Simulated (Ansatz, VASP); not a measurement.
## Fe: VASP beside Ansatz

```
CELL_PARAMETERS angstrom
1.70008 -1.72624 0.00000
1.70008 1.72624 0.00000
0.00000 0.00000 3.70970
ATOMIC_POSITIONS crystal
Fe 0.50000 0.50000 0.50000
Fe 0.00000 0.00000 0.00000
```

Alike in both runs: task relaxation of cell and atoms; functional PBEsol; k mesh 14 × 14 × 10; occupations fermi-dirac, width 0.05 eV; collinear spin.

|  | VASP | Ansatz |
| --- | --- | --- |
| version | VASP 6.6.1 | Ansatz 0.2.0 |
| potentials or method | VASP PAW PBE potentials, release 64 (Fe) | PAW with Ansatz's default frozen-core files, scalar-relativistic |
| plane-wave cutoff (eV) | 600 | 420 |
| valence electrons in the cell | 16 | 32 |

```csv
,VASP,Ansatz,Ansatz less VASP
net moment per atom (μB),0.00,0.00,0.000
size of the moment on the site where the two differ most (μB),1.24,1.20,-0.039
relaxed volume (Å³/atom),10.16,10.17,+0.011
relaxed length of the cell vector where the two differ most in proportion (Å),2.391,2.394,+0.0021
```

VASP's potentials were made for PBE, not for PBEsol. Site moments also hang on the region over which each program counts them. VASP's potentials hold 16 valence electrons a cell and Ansatz's 32, so a difference there can come from the potentials and not from the codes.
